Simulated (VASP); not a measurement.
Input of a VASP 6.6.1 run:

File INCAR:

```
SYSTEM = Ru
PREC = Accurate
ENCUT = 520
EDIFF = 1E-6
ISMEAR = -1
SIGMA = 0.05
LREAL = .FALSE.
LASPH = .TRUE.
NELM = 150
ALGO = Normal
ISIF = 2
LWAVE = .FALSE.
LCHARG = .FALSE.
LNONCOLLINEAR = .TRUE.
MAGMOM = 0 0 0 0 0 0
LORBIT = 11
LSORBIT = .TRUE.
GGA_COMPAT = .FALSE.
LORBMOM = .TRUE.
LMAXMIX = 4
GGA = CA
NBANDS = 40
```

Contents of KPOINTS:

```
regular mesh
0
G
  11 11 6
  0 0 0
```

The input POSCAR:

```
Ru
1.0
    2.7237197275      0.0000000000      0.0000000000
   -1.3618598638      2.3588104769      0.0000000000
    0.0000000000      0.0000000000      4.3102577801
Ru
2
Direct
    0.6666666667      0.3333333333      0.7500000000
    0.3333333333      0.6666666667      0.2500000000
```

Potentials or basis: VASP PAW LDA potentials, release 64 (Ru_pv).

Command:

```sh
$ cat potpaw_LDA.64/Ru_pv/POTCAR > POTCAR
$ mpirun -np 1 vasp_ncl > vasp.out
```

Q: What does it give for the pressure?

A: -17.0 GPa.

Q: Estimate the net moment.

A: 0.00 μB per cell.

Stress tensor (GPa, compression positive):
```
-16.65   0.00   0.00
  0.00 -16.65   0.00
  0.00   0.00 -17.80
```

Caveat: the cell stands under tension.
